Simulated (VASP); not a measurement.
Runs of VASP 6.6.1 on SnTe. The structure is that of space group R-3m (No. 166), or close to it. The cells are those of the table. 

| cell | gap on the mesh (eV) | pressure (GPa) |
| --- | --- | --- |
| a = 6.137 Å, angles 33.6°, 2 atoms | none | (a) |
| a = 5.127 Å, angles 45.7°, 2 atoms | none | -4.2 |
| a = 4.586 Å, angles 56.6°, 2 atoms | none | -1.8 |
| a = 4.362 Å, angles 63.2°, 2 atoms | none | (b) |
| a = 4.254 Å, angles 67.3°, 2 atoms | none | -2.3 |

Alike in all rows: task single point; level LDA; potentials or basis VASP PAW LDA potentials, release 64 (Sn_d, Te); no spin polarisation; k mesh 10 × 10 × 10; cutoff (eV) 520; smearing gaussian 0.03 eV.

**Question.** Fill in the values left out.

**Answer.** (a) -6.4; (b) -1.7.

Caveats: spin-orbit coupling is left out, which moves the levels of the heavy elements; semilocal functionals underestimate gaps, and a narrow one can read as zero (at least some runs); the cell stands under tension (at least some runs).

A k mesh can miss the band edges, and the runs leave out spin-orbit coupling on Sn, Te.

A gap of «none» marks levels without a gap at the run's occupations.
